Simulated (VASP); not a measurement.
A run of VASP 6.6.1 is set up as follows.

Contents of INCAR:

```
ALGO = Normal
EDIFF = 1E-8
ENCUT = 520
GGA = PE
ISIF = 2
ISMEAR = -1
LASPH = True
LCHARG = False
LEFG = True
LREAL = False
LWAVE = False
NBANDS = 16
NELM = 100
PREC = Accurate
SIGMA = 0.03
```

KPOINTS

```
k-points
0
Gamma
  6 6 5
```

File POSCAR:

```
Se
1.0
    4.3807057031      0.0000000000      0.0000000000
   -2.1903528516      3.7938024255      0.0000000000
    0.0000000000      0.0000000000      4.9700572638
Se
3
Direct
    0.2254000000      0.0000000000      0.3333333333
    0.0000000000      0.2254000000      0.6666666667
    0.7746000000      0.7746000000      0.0000000000
```

Potentials or basis: VASP PAW PBE potentials, release 64 (Se).

Launch:

```sh
$ cat potpaw_PBE.64/Se/POTCAR > POTCAR
$ mpirun -np 1 vasp_std > vasp.out
```

(1) What does it give for the band gap on the k mesh?

(2) What does it give for the largest force?

(3) Estimate the pressure.

Results:

(1) 1.32 eV (least direct gap 1.49 eV).

(2) 0.328 eV/Å.

(3) 2.3 GPa.

Caveat: without QUAD_EFG the Cq values of the log hold for a quadrupole moment of 1 mb, not for the nuclei.
